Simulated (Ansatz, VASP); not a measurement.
Two plane-wave programs on Ge

```xyz
2
Lattice="-2.5594 2.5587 1.4005 2.5594 -2.5587 1.4005 2.5594 2.5587 -1.4005" Properties=species:S:1:pos:R:3 pbc="T T T"
Ge    2.5594   -1.2794    1.0496
Ge    0.0000    3.8381    0.3508
```

Alike in both runs: functional PBEsol; k mesh 22 × 22 × 22; occupations gaussian, width 0.1 eV; no spin polarisation.

Ansatz relaxed the structure, and its values are those at the end. VASP's run is a single point on that final structure, the one shown.

|  | VASP | Ansatz |
| --- | --- | --- |
| version | VASP 6.6.1 | Ansatz 0.2.0 |
| potentials or method | VASP PAW PBE potentials, release 64 (Ge_d), cutoff 520 eV | scalar-relativistic, plane waves, PAW |
| valence electrons in the cell | 28 | 28 |

Ansatz gave:

| Quantity | Value |
| --- | --- |
| gap on the k mesh at the Fermi level (eV) | none |
| pressure (GPa) | 0.0 |

Problem. Which values does VASP return?

Solution. gap on the k mesh at the Fermi level (eV): none; pressure (GPa): -0.1.

VASP's potentials were made for PBE, not for PBEsol. A gap of «none» marks a metal or a gap that the smearing closes. With one functional, cell and mesh, what is left measures potentials, basis and numerics.
